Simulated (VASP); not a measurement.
Input of a VASP 6.6.1 run:

INCAR

```
SYSTEM = Ag2Pt
PREC     = Accurate       ! precision mode
ENCUT    = 600            ! plane-wave cutoff, eV
EDIFF    = 1E-6           ! SCF threshold, eV
ISMEAR   = 0              ! smearing method
SIGMA    = 0.1            ! smearing width, eV
LREAL    = .False.        ! projectors in reciprocal space
LASPH    = .True.         ! aspherical terms in the spheres
NELM     = 80             ! most SCF steps
ALGO     = Fast           ! electronic algorithm
ISIF     = 3              ! what is computed and relaxed
LWAVE    = .False.        ! write WAVECAR
LCHARG   = .False.        ! write CHGCAR
GGA      = PE             ! functional
IBRION   = 2              ! ionic algorithm
NSW      = 100            ! ionic steps
EDIFFG   = -0.01          ! ionic threshold
```

The input KPOINTS:

```
Automatic mesh
0
Gamma
  12 12 12
  0 0 0
```

POSCAR

```
Ag2Pt
1.0
    0.0000000000      3.1358789545      3.1358789545
    3.1358789545      0.0000000000      3.1358789545
    3.1358789545      3.1358789545      0.0000000000
Ag Pt
2 1
Direct
    0.2500000000      0.2500000000      0.2500000000
    0.7500000000      0.7500000000      0.7500000000
    0.0000000000      0.0000000000      0.0000000000
```

Potentials or basis: VASP PAW PBE potentials, release 64 (Ag, Pt).

Command:

```bash
$ cat potpaw_PBE.64/Ag/POTCAR potpaw_PBE.64/Pt/POTCAR > POTCAR
$ mpirun -np 1 vasp_std > vasp.out
```

Task: Predict the band gap on the k mesh.

Result: Zero (bands 16 and 17 overlap by 0.12 eV).

Final structure:
```yaml
crystal:
  lattice:
    - [0.00000, 3.13588, 3.13588]
    - [3.13588, 0.00000, 3.13588]
    - [3.13588, 3.13588, 0.00000]
  atoms:
    - { symbol: Ag, position: [0.25000, 0.25000, 0.25000] }
    - { symbol: Ag, position: [0.75000, 0.75000, 0.75000] }
    - { symbol: Pt, position: [0.00000, 0.00000, 0.00000] }
```

Caveat: the relaxation stopped at its first step, so nothing moved; spin-orbit coupling is left out, which moves the levels of the heavy elements.
